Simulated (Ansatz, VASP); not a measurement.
Se: VASP beside Ansatz

The input INCAR:

```
SYSTEM = Se
PREC = Accurate
ENCUT = 520
EDIFF = 1E-6
ISMEAR = 0
SIGMA = 0.05
LREAL = .FALSE.
LASPH = .TRUE.
NELM = 60
ALGO = Normal
ISIF = 2
LWAVE = .FALSE.
LCHARG = .FALSE.
GGA = PE
IVDW = 12
NBANDS = 16
```

The input KPOINTS:

```
regular mesh
0
G
  9 9 8
  0 0 0
```

Contents of POSCAR:

```
Se
1.0
    3.9409371099      0.0000000000      0.0000000000
   -1.9704685549      3.4129516519      0.0000000000
    0.0000000000      0.0000000000      5.4641093028
Se
3
Direct
    0.2166185459      0.0000000000      0.3333333333
    0.0000000000      0.2166185459      0.6666666667
    0.7833814541      0.7833814541      0.0000000000
```

Input for Ansatz:

```yaml
crystal:
  lattice:
    - [3.9409371099, 0.0, 0.0]
    - [-1.9704685549, 3.4129516519, 0.0]
    - [0.0, 0.0, 5.4641093028]
  atoms:
    - { symbol: Se, position: [0.2166185459, 0.0, 0.3333333333] }
    - { symbol: Se, position: [0.0, 0.2166185459, 0.6666666667] }
    - { symbol: Se, position: [0.7833814541, 0.7833814541, 0.0] }
basis:
  ecutwfc: 420
kpoints:
  mp_grid: { grid: [9, 9, 8] }
hamiltonian:
  xc: pbe
  dispersion: d3bj
scf:
  occupations: { method: gaussian, width: 0.05 }
output:
  forces: true
  stress: true
  eigenvalues: true
```

Alike in both runs: task single point; functional PBE; dispersion D3(BJ); k mesh 9 × 9 × 8; occupations gaussian, width 0.05 eV; no spin polarisation.

|  | VASP | Ansatz |
| --- | --- | --- |
| version | VASP 6.6.1 | Ansatz 0.2.0 |
| potentials or method | VASP PAW PBE potentials, release 64 (Se), cutoff 520 eV | scalar-relativistic, plane waves, PAW |
| valence electrons in the cell | 18 | 48 |

```tsv
	VASP	Ansatz	Ansatz less VASP
gap on the k mesh at the Fermi level (eV)	none	none	-
pressure (GPa)	4.1	3.9	-0.17
traceless stress, the component that is largest in VASP (GPa)	-0.53	-0.67	-0.140
rms of the force components (eV/Å)	0.835	0.816	-0.0186
```

Atom by atom the forces differ by 0.019 eV/Å (rms over components). A gap of «none» marks a metal or a gap that the smearing closes. VASP's potentials hold 18 valence electrons a cell and Ansatz's 48, so a difference there can come from the potentials and not from the codes.
